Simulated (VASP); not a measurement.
# Ga (Cmce) in VASP: single point with PBE

Aim: the single point of Ga with PBE.

All numbers are computed with VASP 6.6.1; they aren't measurements. Logs are shortened: lines on timing, memory, paths and dates and some standing lists are left out, and cuts for length are marked.

### Step 1. The cell of the first run

The structure is orthorhombic, space group Cmce (No. 64). The conventional cell has a = 4.523 Å, b = 7.661 Å, c = 4.524 Å, α = 90.00°, β = 90.00°, γ = 90.00°. Ga (site symmetry m) has 7 Ga at 2.48 to 2.79 Å within 3.3 Å.

### Step 2. Single point, PBE

Input file INCAR:

```
SYSTEM = Ga
PREC     = Accurate       ! precision mode
ENCUT    = 520            ! plane-wave cutoff, eV
EDIFF    = 1E-6           ! SCF threshold, eV
ISMEAR   = 0              ! smearing method
SIGMA    = 0.1            ! smearing width, eV
LREAL    = .False.        ! projectors in reciprocal space
LASPH    = .True.         ! aspherical terms in the spheres
NELM     = 60             ! most SCF steps
ALGO     = Normal         ! electronic algorithm
ISIF     = 2              ! what is computed and relaxed
LWAVE    = .False.        ! write WAVECAR
LCHARG   = .False.        ! write CHGCAR
GGA      = PE             ! functional
NBANDS   = 34             ! bands
```

Input file KPOINTS:

```
regular mesh
0
Gamma
  6 6 4
  0 0 0
```

Input file POSCAR:

```
Ga
1.0
    2.2615000000     -3.8305000000      0.0000000000
    2.2615000000      3.8305000000      0.0000000000
    0.0000000000      0.0000000000      4.5240000000
Ga
4
Direct
    0.8451000000      0.1549000000      0.0810000000
    0.6549000000      0.3451000000      0.5810000000
    0.1549000000      0.8451000000      0.9190000000
    0.3451000000      0.6549000000      0.4190000000
```

Potentials or basis: VASP PAW PBE potentials, release 64 (Ga_d).

Run with:

```console
$ cat potpaw_PBE.64/Ga_d/POTCAR > POTCAR
$ mpirun -np 1 vasp_std > vasp.out
```

OUTCAR:

```text
SYSTEM = Ga
   PREC = Accurate
   ENCUT = 520
   EDIFF = 1E-6
   ISMEAR = 0
   LREAL = .False.
   LASPH = .True.
   NELM = 60
   ISIF = 2
   GGA = PE

 ion  position               nearest neighbor table
   1  0.845  0.155  0.081-   3 2.48   2 2.69   2 2.69   4 2.73   4 2.73   3 2.79   3 2.79
   2  0.655  0.345  0.581-   4 2.48   1 2.69   1 2.69   3 2.73   3 2.73   4 2.79   4 2.79
   3  0.155  0.845  0.919-   1 2.48   4 2.69   4 2.69   2 2.73   2 2.73   1 2.79   1 2.79
   4  0.345  0.655  0.419-   2 2.48   3 2.69   3 2.69   1 2.73   1 2.73   2 2.79   2 2.79

  LATTYP: Found a base centered orthorhombic cell.
 ALAT       =     4.5230000000
 B/A-ratio  =     1.6937873093
 C/A-ratio  =     1.0002210922

  Lattice vectors:

 A1 = (   2.2615000000,  -3.8305000000,   0.0000000000)
 A2 = (   2.2615000000,   3.8305000000,   0.0000000000)
 A3 = (   0.0000000000,   0.0000000000,   4.5240000000)

Analysis of symmetry for initial positions (statically):
=====================================================================
 Subroutine PRICEL returns:
 Original cell was already a primitive cell.

 Routine SETGRP: Setting up the symmetry group for a
 base centered orthorhombic supercell.

 Subroutine GETGRP returns: Found  8 space group operations
 (whereof  4 operations were pure point group operations)
 out of a pool of  8 trial point group operations.

The static configuration has the point symmetry C_2h.
 The point group associated with its full space group is D_2h.

Analysis of symmetry for dynamics (positions and initial velocities):
=====================================================================
 Subroutine PRICEL returns:
 Original cell was already a primitive cell.

 Routine SETGRP: Setting up the symmetry group for a
 base centered orthorhombic supercell.

 Subroutine GETGRP returns: Found  8 space group operations
 (whereof  4 operations were pure point group operations)
 out of a pool of  8 trial point group operations.

The dynamic configuration has the point symmetry C_2h.
 The point group associated with its full space group is D_2h.

 Subroutine INISYM returns: Found  8 space group operations
 (whereof  4 operations are pure point group operations),
 and found     1 'primitive' translations

----------------------------------------------------------------------------------------

                                     Primitive cell

  volume of cell :      78.3799

  direct lattice vectors                    reciprocal lattice vectors
     2.261500000 -3.830500000  0.000000000     0.221092195 -0.130531262  0.000000000
     2.261500000  3.830500000  0.000000000     0.221092195  0.130531262  0.000000000
     0.000000000  0.000000000  4.524000000     0.000000000  0.000000000  0.221043324

  length of vectors
     4.448270731  4.448270731  4.524000000     0.256749234  0.256749234  0.221043324

  position of ions in fractional coordinates (direct lattice)
     0.845100000  0.154900000  0.081000000
     0.654900000  0.345100000  0.581000000
     0.154900000  0.845100000  0.919000000
     0.345100000  0.654900000  0.419000000

  ion indices of the primitive-cell ions
   primitive index   ion index
                 1           1
                 2           2
                 3           3
                 4           4

----------------------------------------------------------------------------------------

 KPOINTS: regular mesh

Automatic generation of k-mesh.
 Grid dimensions read from file:
 generate k-points for:    6    6    4

 Generating k-lattice:

  Cartesian coordinates                     Fractional coordinates (reciprocal lattice)
     0.036848699 -0.021755210  0.000000000     0.166666667  0.000000000  0.000000000
     0.036848699  0.021755210  0.000000000     0.000000000  0.166666667  0.000000000
     0.000000000  0.000000000  0.055260831     0.000000000  0.000000000  0.250000000

  Length of vectors
     0.042791539  0.042791539  0.055260831

  Shift w.r.t. Gamma in fractional coordinates (k-lattice)
     0.000000000  0.000000000  0.000000000

 Subroutine IBZKPT returns following result:
 ===========================================

 Found     39 irreducible k-points:

 Following reciprocal coordinates:
            Coordinates               Weight
  0.000000  0.000000  0.000000      1.000000
  0.166667  0.000000  0.000000      4.000000
  0.333333  0.000000  0.000000      4.000000
  0.500000  0.000000  0.000000      2.000000
  0.166667  0.166667  0.000000      2.000000
  0.333333  0.166667  0.000000      4.000000
[... 16 lines left out ...]
  0.333333  0.333333  0.250000      4.000000
  0.500000  0.333333  0.250000      8.000000
 [... further k-points ...]
   k-points           NKPTS =     39   k-points in BZ     NKDIM =     39   number of bands    NBANDS=     34
   number of dos      NEDOS =    301   number of ions     NIONS =      4
   total plane-waves  NPLWV =  46656
   dimension x,y,z NGX =    36 NGY =   36 NGZ =   36
   dimension x,y,z NGXF=    72 NGYF=   72 NGZF=   72
   ions per type =               4
   NGX,Y,Z   is equivalent  to a cutoff of  13.45, 13.45, 13.23 a.u.
   NGXF,Y,Z  is equivalent  to a cutoff of  26.91, 26.91, 26.46 a.u.
 SYSTEM =  Ga
   PREC   = accura    normal or accurate (medium, high low for compatibility)
   ISTART =      0    job   : 0-new  1-cont  2-samecut
   ICHARG =      2    charge: 1-file 2-atom 10-const
   ISPIN  =      1    spin polarized calculation?
   LNONCOLLINEAR =      F non collinear calculations
   LSORBIT =      F    spin-orbit coupling
   LASPH  =      T    aspherical Exc in radial PAW
   ENCUT  =  520.0 eV  38.22 Ry    6.18 a.u.   8.27  8.27  8.41*2*pi/ulx,y,z
   NELM   =     60;   NELMIN=  2; NELMDL= -5     # of ELM steps
   EDIFF  = 0.1E-05   stopping-criterion for ELM
   LREAL  =      F    real-space projection
   EDIFFG = 0.1E-04   stopping-criterion for IOM
   NSW    =      0    number of steps for IOM
   IBRION =     -1    ionic relax: 0-MD 1-quasi-New 2-CG
   NFREE  =      0    steps in history (QN), initial steepest desc. (CG)
   ISIF   =      2    stress and relaxation
   ISYM   =      2    0-nonsym 1-usesym 2-fastsym
   POTIM  = 0.5000    time-step for ionic-motion
   TEBEG  =    0.0;   TEEND  =   0.0 temperature during run
   PSTRESS=    0.0 pullay stress
   NELECT =      52.0000    total number of electrons
   NUPDOWN=      -1.0000    fix difference up-down
   EMIN   =  10.00;   EMAX   =-10.00  energy-range for DOS
   EFERMI =   0.00;   METHOD = LEGACY
   ISMEAR =     0;   SIGMA  =   0.10  broadening in eV -4-tet -1-fermi 0-gaus
   EFERMI_NEDOS =   21; number of points for ismear=-14 and -15
   IALGO  =     38    algorithm
   IMIX   =      4    mixing-type and parameters
     AMIX     =   0.40;   BMIX     =  1.00
     AMIX_MAG =   1.60;   BMIX_MAG =  1.00
  volume/ion in A,a.u.               =      19.59       132.23
  Fermi-wavevector in a.u.,A,eV,Ry     =   1.427823  2.698194 27.737908  2.038679
  Thomas-Fermi vector in A             =   2.547951
   LORBIT       =      0    0 simple, 1 ext, 2 COOP (PROOUT), +10 PAW based schemes
   GGA     = PE    functional components
   LHFCALC =     F    Hartree Fock is set to
   AEXX    =    0.0000 exact exchange contribution
   IVDW    =     0    specifies the selected vdW correction
   LEPSILON=     F    determine dielectric tensor
   LRPA    =     F    only Hartree local field effects (RPA)
 non-spin polarized calculation
 Gauss-broadening in eV      SIGMA  =   0.10
  energy-cutoff  :      520.00
  volume of cell :       78.38
 maximum number of plane-waves:      2131
 NGX is ok and might be reduce to    36
   NGX = 17   NGY = 17   NGZ = 17

 number of electron      52.0000010 magnetization

 Free energy of the ion-electron system (eV)
  ---------------------------------------------------
  ext. energy  EPLUGINS =         0.00000000
  ---------------------------------------------------
  free energy    TOTEN  =       -11.66451434 eV

  energy without entropy =      -11.66013808  energy(sigma->0) =      -11.66232621

 E-fermi :   4.9898     XC(G=0): -10.6473

 val. band max:        4.9443442382   @ k =   0.1667   0.0000   0.2500
 cond. band min:       5.0561267982   @ k =   0.0000   0.0000   0.5000
 fundamental gap:      0.1117825600
 Fermi energy:         4.9898398914

 k-point     1 :       0.0000    0.0000    0.0000
  band No.  band energies     occupation
      1     -10.1143      2.00000
      2     -10.1132      2.00000
      3     -10.0880      2.00000
      4     -10.0659      2.00000
      5     -10.0364      2.00000
      6     -10.0126      2.00000
[... 26 lines left out ...]
     33      11.8004      0.00000
     34      12.4046      0.00000

 k-point     2 :       0.1667    0.0000    0.0000
  band No.  band energies     occupation
      1     -10.1173      2.00000
      2     -10.1016      2.00000
      3     -10.0938      2.00000
      4     -10.0771      2.00000
      5     -10.0227      2.00000
      6     -10.0026      2.00000
[... 26 lines left out ...]
     33      11.4866      0.00000
     34      12.3158      0.00000

 k-point     3 :       0.3333    0.0000    0.0000
  band No.  band energies     occupation
      1     -10.1122      2.00000
      2     -10.1016      2.00000
      3     -10.0979      2.00000
      4     -10.0692      2.00000
      5     -10.0277      2.00000
      6     -10.0196      2.00000
[... 26 lines left out ...]
     33      10.8670      0.00000
     34      12.2456      0.00000
[... 704 lines left out ...]
 k-point    23 :       0.3333    0.3333    0.2500
  band No.  band energies     occupation
      1     -10.1704      2.00000
      2     -10.1068      2.00000
      3     -10.1027      2.00000
      4     -10.0476      2.00000
      5     -10.0337      2.00000
      6     -10.0030      2.00000
[... 26 lines left out ...]
     33      12.5040      0.00000
     34      12.8749      0.00000

 k-point    24 :       0.5000    0.3333    0.2500
  band No.  band energies     occupation
      1     -10.1688      2.00000
      2     -10.1093      2.00000
      3     -10.0889      2.00000
      4     -10.0609      2.00000
      5     -10.0494      2.00000
      6     -10.0319      2.00000
[... 26 lines left out ...]
     33      12.7365      0.00000
     34      13.6267      0.00000

 [... further k-points ...]
[... 5 lines left out ...]
  --------------------------------------------------------------------------------------
  -------------------------------------------------------------------------------------
  Total        0.7537369      1.2173846      1.0901565      0.0000000      0.0000000      0.0000000
  in kB       15.4072713     24.8847753     22.2840833      0.0000000      0.0000000      0.0000000
  external PRESSURE =      20.8587100 kB  Pullay stress =       0.0000000 kB

 VOLUME and BASIS-vectors are now :
 -----------------------------------------------------------------------------
  energy-cutoff  :      520.00
  volume of cell :       78.38
      direct lattice vectors                 reciprocal lattice vectors
     2.261500000 -3.830500000  0.000000000     0.221092195 -0.130531262  0.000000000
     2.261500000  3.830500000  0.000000000     0.221092195  0.130531262  0.000000000
     0.000000000  0.000000000  4.524000000     0.000000000  0.000000000  0.221043324

 POSITION                                       TOTAL-FORCE (eV/Angst)
 -----------------------------------------------------------------------------------
      2.26150     -2.64381      0.36644         0.000000      0.124034      0.042605
      2.26150     -1.18669      2.62844         0.000000     -0.124034      0.042605
      2.26150      2.64381      4.15756         0.000000     -0.124034     -0.042605
      2.26150      1.18669      1.89556         0.000000      0.124034     -0.042605
 -----------------------------------------------------------------------------------
    total drift:                               -0.000000      0.000000      0.000000

  FREE ENERGIE OF THE ION-ELECTRON SYSTEM (eV)
  ---------------------------------------------------
  free  energy   TOTEN  =       -11.6645143352 eV

  energy  without entropy=      -11.6601380773  energy(sigma->0) =      -11.66232621
```

Run time: 75 s. Hardware: 1 thread of AMD EPYC 7R13 (Zen 3), shared host; peak memory 0.2 GiB.

What came out:

| Item | Value |
| --- | --- |
| Free energy | -11.6645 eV |
| Pressure | 2.1 GPa |
| Largest force | 0.131 eV/Å |
| Band gap on the k mesh | zero (band 26 reaches 5.27 eV, above the bottom of band 27 at 4.11 eV) |

Forces on the atoms (eV/Å):
```
Ga   0.000  0.124  0.043
Ga   0.000 -0.124  0.043
Ga   0.000 -0.124 -0.043
Ga   0.000  0.124 -0.043
```

Stress tensor (GPa, compression positive):
```
1.54 0.00 0.00
0.00 2.49 0.00
0.00 0.00 2.23
```

Levels at points of the mesh, in eV from the Fermi level:
| k point | band 24 | band 25 | band 26 | band 27 | band 28 | band 29 |
| --- | --- | --- | --- | --- | --- | --- |
| (0.00, 0.00, 0.00) | -1.72 | -1.63 | -0.73 | 0.96 | 0.98 | 1.10 |
| (0.50, 0.00, 0.00) | -3.42 | -1.27 | -1.27 | 0.79 | 0.79 | 4.12 |
| (0.50, 0.50, 0.00) | -3.21 | -1.66 | -1.44 | 1.13 | 1.25 | 3.35 |
| (0.00, 0.00, 0.50) | -0.14 | 0.07 | 0.07 | 0.09 | 0.09 | 2.13 |
| (0.50, 0.00, 0.50) | -6.17 | -1.50 | -1.50 | 0.55 | 0.55 | 7.16 |
| (0.50, 0.50, 0.50) | -5.36 | -1.20 | -1.20 | -0.88 | -0.88 | 6.70 |
